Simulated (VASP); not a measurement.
# Si in VASP: further runs

The runs below take Si through single point, with PBE.

All numbers are computed with VASP 6.6.1; they aren't measurements. Logs are shortened: lines on timing, memory, paths and dates and some standing lists are left out, and cuts for length are marked.

**1. The cell of the first run**

The cell holds a wire or tube with vacuum around it, 24 atoms: a = 16.300 Å, b = 16.600 Å, c = 6.655 Å, α = 90.00°, β = 90.00°, γ = 90.00°.

**2. Single point, PBE**

INCAR

```
SYSTEM = Si
PREC = Accurate
ENCUT = 520
EDIFF = 1E-6
ISMEAR = 0
SIGMA = 0.05
LREAL = Auto
LASPH = .True.
NELM = 80
ALGO = Normal
ISIF = 2
LWAVE = .False.
LCHARG = .False.
GGA = PE
NBANDS = 66
```

KPOINTS

```
regular mesh
0
Gamma
  1 1 12
  0 0 0
```

POSCAR

```
Si
1.0
   16.3000000000      0.0000000000      0.0000000000
    0.0000000000     16.6000000000      0.0000000000
    0.0000000000      0.0000000000      6.6547852220
Si
24
Direct
    0.7084705044      0.5000000000      0.6663940784
    0.6042108451      0.6772791566      0.6664472188
    0.6805373494      0.6023272221      0.1664494575
    0.3957891549      0.6772791566      0.6664472188
    0.5000000000      0.7047059007      0.1664004382
    0.2915294956      0.5000000000      0.6663940784
    0.3194626506      0.6023272221      0.1664494575
    0.3957891549      0.3227208434      0.6664472188
    0.3194626506      0.3976727779      0.1664494575
    0.6042108451      0.3227208434      0.6664472188
    0.5000000000      0.2952940993      0.1664004382
    0.6805373494      0.3976727779      0.1664494575
    0.7134293555      0.6210028852      0.8335753300
    0.7465116945      0.5000000000      0.3335533153
    0.5000000000      0.7420595372      0.8335551951
    0.6232315778      0.7095759588      0.3335764802
    0.2865706445      0.6210028852      0.8335753300
    0.3767684222      0.7095759588      0.3335764802
    0.2865706445      0.3789971148      0.8335753300
    0.2534883055      0.5000000000      0.3335533153
    0.5000000000      0.2579404628      0.8335551951
    0.3767684222      0.2904240412      0.3335764802
    0.7134293555      0.3789971148      0.8335753300
    0.6232315778      0.2904240412      0.3335764802
```

Potentials or basis: VASP PAW PBE potentials, release 64 (Si).

Started as:

```sh
cat potpaw_PBE.64/Si/POTCAR > POTCAR
mpirun -np 1 vasp_std > vasp.out
```

OUTCAR:

```text
SYSTEM = Si
   PREC = Accurate
   ENCUT = 520
   EDIFF = 1E-6
   ISMEAR = 0
   LREAL = Auto
   LASPH = .True.
   NELM = 80
   ISIF = 2
   GGA = PE

 ion  position               nearest neighbor table
   1  0.708  0.500  0.666-  13 2.30  23 2.30  14 2.30
   2  0.604  0.677  0.666-  15 2.30  13 2.30  16 2.30
   3  0.681  0.602  0.166-  14 2.30  16 2.30  13 2.30
   4  0.396  0.677  0.666-  15 2.30  17 2.30  18 2.30
   5  0.500  0.705  0.166-  16 2.30  18 2.30  15 2.30
   6  0.292  0.500  0.666-  17 2.30  19 2.30  20 2.30
[... 16 lines left out ...]
  23  0.713  0.379  0.834-   1 2.30  10 2.30  12 2.30
  24  0.623  0.290  0.334-  11 2.30  12 2.30  10 2.30

  LATTYP: Found a simple orthorhombic cell.
 ALAT       =     6.6547852220
 B/A-ratio  =     2.4493652997
 C/A-ratio  =     2.4944456427

  Lattice vectors:

 A1 = (   0.0000000000,   0.0000000000,   6.6547852220)
 A2 = (  16.3000000000,   0.0000000000,   0.0000000000)
 A3 = (   0.0000000000,  16.6000000000,   0.0000000000)

Analysis of symmetry for initial positions (statically):
=====================================================================
 Subroutine PRICEL returns:
 Original cell was already a primitive cell.

 Routine SETGRP: Setting up the symmetry group for a
 simple orthorhombic supercell.

 Subroutine GETGRP returns: Found  4 space group operations
 (whereof  4 operations were pure point group operations)
 out of a pool of  8 trial point group operations.

The static configuration has the point symmetry C_2v.

Analysis of symmetry for dynamics (positions and initial velocities):
=====================================================================
 Subroutine PRICEL returns:
 Original cell was already a primitive cell.

 Routine SETGRP: Setting up the symmetry group for a
 simple orthorhombic supercell.

 Subroutine GETGRP returns: Found  4 space group operations
 (whereof  4 operations were pure point group operations)
 out of a pool of  8 trial point group operations.

The dynamic configuration has the point symmetry C_2v.

 Subroutine INISYM returns: Found  4 space group operations
 (whereof  4 operations are pure point group operations),
 and found     1 'primitive' translations

----------------------------------------------------------------------------------------

                                     Primitive cell

  volume of cell :    1800.6518

  direct lattice vectors                    reciprocal lattice vectors
    16.300000000  0.000000000  0.000000000     0.061349693  0.000000000  0.000000000
     0.000000000 16.600000000  0.000000000     0.000000000  0.060240964  0.000000000
     0.000000000  0.000000000  6.654785222     0.000000000  0.000000000  0.150267810

  length of vectors
    16.300000000 16.600000000  6.654785222     0.061349693  0.060240964  0.150267810

  position of ions in fractional coordinates (direct lattice)
     0.708470504  0.500000000  0.666394078
     0.604210845  0.677279157  0.666447219
     0.680537349  0.602327222  0.166449458
     0.395789155  0.677279157  0.666447219
     0.500000000  0.704705901  0.166400438
     0.291529496  0.500000000  0.666394078
[... 16 lines left out ...]
     0.713429355  0.378997115  0.833575330
     0.623231578  0.290424041  0.333576480

  ion indices of the primitive-cell ions
   primitive index   ion index
                 1           1
                 2           2
                 3           3
                 4           4
                 5           5
                 6           6
[... 16 lines left out ...]
                23          23
                24          24

----------------------------------------------------------------------------------------

 KPOINTS: regular mesh

Automatic generation of k-mesh.
 Grid dimensions read from file:
 generate k-points for:    1    1   12

 Generating k-lattice:

  Cartesian coordinates                     Fractional coordinates (reciprocal lattice)
     0.061349693  0.000000000  0.000000000     1.000000000  0.000000000  0.000000000
     0.000000000  0.060240964  0.000000000     0.000000000  1.000000000  0.000000000
     0.000000000  0.000000000  0.012522317     0.000000000  0.000000000  0.083333333

  Length of vectors
     0.061349693  0.060240964  0.012522317

  Shift w.r.t. Gamma in fractional coordinates (k-lattice)
     0.000000000  0.000000000  0.000000000

 Subroutine IBZKPT returns following result:
 ===========================================

 Found      7 irreducible k-points:

 Following reciprocal coordinates:
            Coordinates               Weight
  0.000000  0.000000  0.000000      1.000000
  0.000000  0.000000  0.083333      2.000000
  0.000000  0.000000  0.166667      2.000000
  0.000000  0.000000  0.250000      2.000000
  0.000000  0.000000  0.333333      2.000000
  0.000000  0.000000  0.416667      2.000000
  0.000000  0.000000  0.500000      1.000000
   k-points           NKPTS =      7   k-points in BZ     NKDIM =      7   number of bands    NBANDS=     66
   number of dos      NEDOS =    301   number of ions     NIONS =     24
   total plane-waves  NPLWV = 793800
   dimension x,y,z NGX =   126 NGY =  126 NGZ =   50
   dimension x,y,z NGXF=   252 NGYF=  252 NGZF=  100
   ions per type =              24
   NGX,Y,Z   is equivalent  to a cutoff of  12.85, 12.62, 12.49 a.u.
   NGXF,Y,Z  is equivalent  to a cutoff of  25.70, 25.24, 24.98 a.u.
 SYSTEM =  Si
   PREC   = accura    normal or accurate (medium, high low for compatibility)
   ISTART =      0    job   : 0-new  1-cont  2-samecut
   ICHARG =      2    charge: 1-file 2-atom 10-const
   ISPIN  =      1    spin polarized calculation?
   LNONCOLLINEAR =      F non collinear calculations
   LSORBIT =      F    spin-orbit coupling
   LASPH  =      T    aspherical Exc in radial PAW
   ENCUT  =  520.0 eV  38.22 Ry    6.18 a.u.  30.31 30.86 12.37*2*pi/ulx,y,z
   NELM   =     80;   NELMIN=  2; NELMDL= -5     # of ELM steps
   EDIFF  = 0.1E-05   stopping-criterion for ELM
   LREAL  =      T    real-space projection
   EDIFFG = 0.1E-04   stopping-criterion for IOM
   NSW    =      0    number of steps for IOM
[... 5 lines left out ...]
   TEBEG  =    0.0;   TEEND  =   0.0 temperature during run
   PSTRESS=    0.0 pullay stress
   NELECT =      96.0000    total number of electrons
   NUPDOWN=      -1.0000    fix difference up-down
   EMIN   =  10.00;   EMAX   =-10.00  energy-range for DOS
   EFERMI =   0.00;   METHOD = LEGACY
   ISMEAR =     0;   SIGMA  =   0.05  broadening in eV -4-tet -1-fermi 0-gaus
   EFERMI_NEDOS =   21; number of points for ismear=-14 and -15
   IALGO  =     38    algorithm
   IMIX   =      4    mixing-type and parameters
     AMIX     =   0.40;   BMIX     =  1.00
     AMIX_MAG =   1.60;   BMIX_MAG =  1.00
  volume/ion in A,a.u.               =      75.03       506.31
  Fermi-wavevector in a.u.,A,eV,Ry     =   0.616153  1.164361  5.165380  0.379645
  Thomas-Fermi vector in A             =   1.673779
   LORBIT       =      0    0 simple, 1 ext, 2 COOP (PROOUT), +10 PAW based schemes
   GGA     = PE    functional components
   LHFCALC =     F    Hartree Fock is set to
   AEXX    =    0.0000 exact exchange contribution
   IVDW    =     0    specifies the selected vdW correction
   LEPSILON=     F    determine dielectric tensor
   LRPA    =     F    only Hartree local field effects (RPA)
 non-spin polarized calculation
 Gauss-broadening in eV      SIGMA  =   0.05
  energy-cutoff  :      520.00
  volume of cell :     1800.65
 maximum number of plane-waves:     48515
 NGX is ok and might be reduce to   126
   NGX = 61   NGY = 61   NGZ = 25

 number of electron      95.9999996 magnetization

 Free energy of the ion-electron system (eV)
  ---------------------------------------------------
  ext. energy  EPLUGINS =         0.00000000
  ---------------------------------------------------
  free energy    TOTEN  =      -113.21492372 eV

  energy without entropy =     -113.20081956  energy(sigma->0) =     -113.20787164

 E-fermi :  -2.1003     XC(G=0):  -3.6375

 val. band max:       -2.1087671804   @ k =   0.0000   0.0000   0.1667
 cond. band min:      -2.0973190813   @ k =   0.0000   0.0000   0.0833
 fundamental gap:      0.0114480990
 Fermi energy:        -2.1003304891

 k-point     1 :       0.0000    0.0000    0.0000
  band No.  band energies     occupation
      1     -12.8451      2.00000
      2     -12.5510      2.00000
      3     -12.5510      2.00000
      4     -11.7231      2.00000
      5     -11.7229      2.00000
      6     -10.6222      2.00000
[... 52 lines left out ...]
     59       0.4446      0.00000
     60       0.6004      0.00000

 k-point     2 :       0.0000    0.0000    0.0833
  band No.  band energies     occupation
      1     -12.8247      2.00000
      2     -12.5307      2.00000
      3     -12.5307      2.00000
      4     -11.7041      2.00000
      5     -11.7038      2.00000
      6     -10.7306      2.00000
[... 52 lines left out ...]
     59       0.4038      0.00000
     60       0.6899      0.00000

 k-point     3 :       0.0000    0.0000    0.1667
  band No.  band energies     occupation
      1     -12.7633      2.00000
      2     -12.4700      2.00000
      3     -12.4700      2.00000
      4     -11.6470      2.00000
      5     -11.6467      2.00000
      6     -10.9842      2.00000
[... 52 lines left out ...]
     59       0.3869      0.00000
     60       0.3886      0.00000

 k-point     4 :       0.0000    0.0000    0.2500
  band No.  band energies     occupation
      1     -12.6615      2.00000
      2     -12.3691      2.00000
      3     -12.3691      2.00000
      4     -11.5524      2.00000
      5     -11.5522      2.00000
      6     -11.2860      2.00000
[... 52 lines left out ...]
     59       0.3359      0.00000
     60       0.3377      0.00000

 k-point     5 :       0.0000    0.0000    0.3333
  band No.  band energies     occupation
      1     -12.5198      2.00000
      2     -12.2288      2.00000
      3     -12.2288      2.00000
      4     -11.5879      2.00000
      5     -11.4212      2.00000
      6     -11.4209      2.00000
[... 52 lines left out ...]
     59       0.2456      0.00000
     60       0.2457      0.00000

 k-point     6 :       0.0000    0.0000    0.4167
  band No.  band energies     occupation
      1     -12.3393      2.00000
      2     -12.0500      2.00000
      3     -12.0500      2.00000
      4     -11.8695      2.00000
      5     -11.5839      2.00000
      6     -11.5839      2.00000
[... 52 lines left out ...]
     59      -0.1188      0.00000
     60      -0.1174      0.00000

 k-point     7 :       0.0000    0.0000    0.5000
  band No.  band energies     occupation
      1     -12.1216      2.00000
      2     -12.1216      2.00000
      3     -11.8344      2.00000
      4     -11.8343      2.00000
      5     -11.8340      2.00000
      6     -11.8340      2.00000
[... 52 lines left out ...]
     59      -0.0566      0.00000
     60      -0.0560      0.00000
 [bands above 60 left out]

------------------------ aborting loop because EDIFF is reached ----------------------------------------

  FORCE on cell =-STRESS in cart. coord.  units (eV):
  Direction    XX          YY          ZZ          XY          YZ          ZX
  --------------------------------------------------------------------------------------
  -------------------------------------------------------------------------------------
  Total       -0.1287283     -0.1212395     -0.0702858      0.0000000      0.0000000      0.0000000
  in kB       -0.1145394     -0.1078760     -0.0625387      0.0000000      0.0000000      0.0000000
  external PRESSURE =      -0.0949847 kB  Pullay stress =       0.0000000 kB

 VOLUME and BASIS-vectors are now :
 -----------------------------------------------------------------------------
  energy-cutoff  :      520.00
  volume of cell :     1800.65
      direct lattice vectors                 reciprocal lattice vectors
    16.300000000  0.000000000  0.000000000     0.061349693  0.000000000  0.000000000
     0.000000000 16.600000000  0.000000000     0.000000000  0.060240964  0.000000000
     0.000000000  0.000000000  6.654785222     0.000000000  0.000000000  0.150267810

 POSITION                                       TOTAL-FORCE (eV/Angst)
 -----------------------------------------------------------------------------------
     11.54807      8.30000      4.43471         0.004820      0.000000      0.003629
      9.84864     11.24283      4.43506         0.001955      0.004398      0.005222
     11.09276      9.99863      1.10769         0.002584      0.000093      0.003332
      6.45136     11.24283      4.43506        -0.001955      0.004398      0.005222
      8.15000     11.69812      1.10736         0.000000      0.005059      0.001640
      4.75193      8.30000      4.43471        -0.004820      0.000000      0.003629
[... 16 lines left out ...]
     11.62890      6.29135      5.54726        -0.007285      0.002396     -0.003090
     10.15867      4.82104      2.21988        -0.003263      0.006990     -0.003609
 -----------------------------------------------------------------------------------
    total drift:                               -0.000000      0.000000     -0.017841

  FREE ENERGIE OF THE ION-ELECTRON SYSTEM (eV)
  ---------------------------------------------------
  free  energy   TOTEN  =      -113.2149237169 eV

  energy  without entropy=     -113.2008195620  energy(sigma->0) =     -113.20787164
```

It took 34 min on 1 thread of Intel Xeon Platinum 8259CL at 2.50GHz (Skylake/Cascade Lake), shared host; peak memory 1.6 GiB.

Results:

```yaml
Free_energy: -113.2149 eV
Largest_force: 0.009 eV/Å
Band_gap_on_the_k_mesh: zero (bands 48 and 49 overlap by 0.09 eV)
```

Forces on the atoms (eV/Å):
```
Si   0.005  0.000  0.004
Si   0.002  0.004  0.005
Si   0.003  0.000  0.003
Si  -0.002  0.004  0.005
Si   0.000  0.005  0.002
Si  -0.005  0.000  0.004
Si  -0.003  0.000  0.003
Si  -0.002 -0.004  0.005
Si  -0.003  0.000  0.003
Si   0.002 -0.004  0.005
Si   0.000 -0.005  0.002
Si   0.003  0.000  0.003
Si  -0.007 -0.002 -0.003
Si  -0.007  0.000 -0.003
Si   0.000 -0.006 -0.006
Si  -0.003 -0.007 -0.004
Si   0.007 -0.002 -0.003
Si   0.003 -0.007 -0.004
Si   0.007  0.002 -0.003
Si   0.007  0.000 -0.003
Si   0.000  0.006 -0.006
Si   0.003  0.007 -0.004
Si  -0.007  0.002 -0.003
Si  -0.003  0.007 -0.004
```

**3. Single point, PBE**

This run uses another cell than the first one.

INCAR

```
PREC = Accurate
ENCUT = 520
EDIFF = 1E-6
ISMEAR = 0
SIGMA = 0.05
LREAL = Auto
LASPH = True
NELM = 100
ALGO = Normal
ISIF = 2
LWAVE = False
LCHARG = True
GGA = PE
LELF = True
LVHAR = True
NBANDS = 66
```

KPOINTS

```
regular mesh
0
Gamma
  1 1 12
```

POSCAR

```
Si
1.0
   16.3000000000      0.0000000000      0.0000000000
    0.0000000000     16.6000000000      0.0000000000
    0.0000000000      0.0000000000      6.7009777411
Si
24
Direct
    0.7127895678      0.5000000000      0.6666666667
    0.6063947839      0.6809507888      0.6666666667
    0.6842811714      0.6044719866      0.1666666667
    0.3936052161      0.6809507888      0.6666666667
    0.5000000000      0.7089439732      0.1666666667
    0.2872104322      0.5000000000      0.6666666667
    0.3157188286      0.6044719866      0.1666666667
    0.3936052161      0.3190492112      0.6666666667
    0.3157188286      0.3955280134      0.1666666667
    0.6063947839      0.3190492112      0.6666666667
    0.5000000000      0.2910560268      0.1666666667
    0.6842811714      0.3955280134      0.1666666667
    0.7082932081      0.6180847999      0.8333333333
    0.7405162796      0.5000000000      0.3333333333
    0.5000000000      0.7361695998      0.8333333333
    0.6202581398      0.7045288731      0.3333333333
    0.2917067919      0.6180847999      0.8333333333
    0.3797418602      0.7045288731      0.3333333333
    0.2917067919      0.3819152001      0.8333333333
    0.2594837204      0.5000000000      0.3333333333
    0.5000000000      0.2638304002      0.8333333333
    0.3797418602      0.2954711269      0.3333333333
    0.7082932081      0.3819152001      0.8333333333
    0.6202581398      0.2954711269      0.3333333333
```

Potentials or basis: VASP PAW PBE potentials, release 64 (Si).

Started as:

```sh
cat potpaw_PBE.64/Si/POTCAR > POTCAR
mpirun -np 1 vasp_std > vasp.out
```

It took 35 min on 1 thread of Intel Xeon Platinum 8259CL at 2.50GHz (Skylake/Cascade Lake), shared host; peak memory 1.6 GiB.

It converged, with:

- Free energy: -112.8210 eV
- Largest force: 0.514 eV/Å
- Band gap on the k mesh: zero (bands 48 and 49 overlap by 0.24 eV)

Forces on the atoms (eV/Å):
```
Si  -0.189  0.000 -0.191
Si  -0.095 -0.165 -0.188
Si  -0.161 -0.095 -0.190
Si   0.095 -0.165 -0.188
Si   0.000 -0.188 -0.189
Si   0.189  0.000 -0.191
Si   0.161 -0.095 -0.190
Si   0.095  0.165 -0.188
Si   0.161  0.095 -0.190
Si  -0.095  0.165 -0.188
Si   0.000  0.188 -0.189
Si  -0.161  0.095 -0.190
Si   0.415  0.237  0.189
Si   0.478  0.000  0.189
Si   0.000  0.477  0.190
Si   0.240  0.413  0.189
Si  -0.415  0.237  0.189
Si  -0.240  0.413  0.189
Si  -0.415 -0.237  0.189
Si  -0.478  0.000  0.189
Si   0.000 -0.477  0.190
Si  -0.240 -0.413  0.189
Si   0.415 -0.237  0.189
Si   0.240 -0.413  0.189
```

Levels at points of the mesh, in eV from the Fermi level:
```
           k point  band 45  band 46  band 47  band 48  band 49  band 50  band 51  band 52
(0.00, 0.00, 0.00)    -0.51    -0.51    -0.43     0.13     0.13     0.42     0.42     0.85
(0.00, 0.00, 0.50)    -1.12    -1.12    -0.40    -0.40     0.82     0.82     1.35     1.35
```

The gap in the log of VASP goes by the Fermi energy; the results here count the filled bands.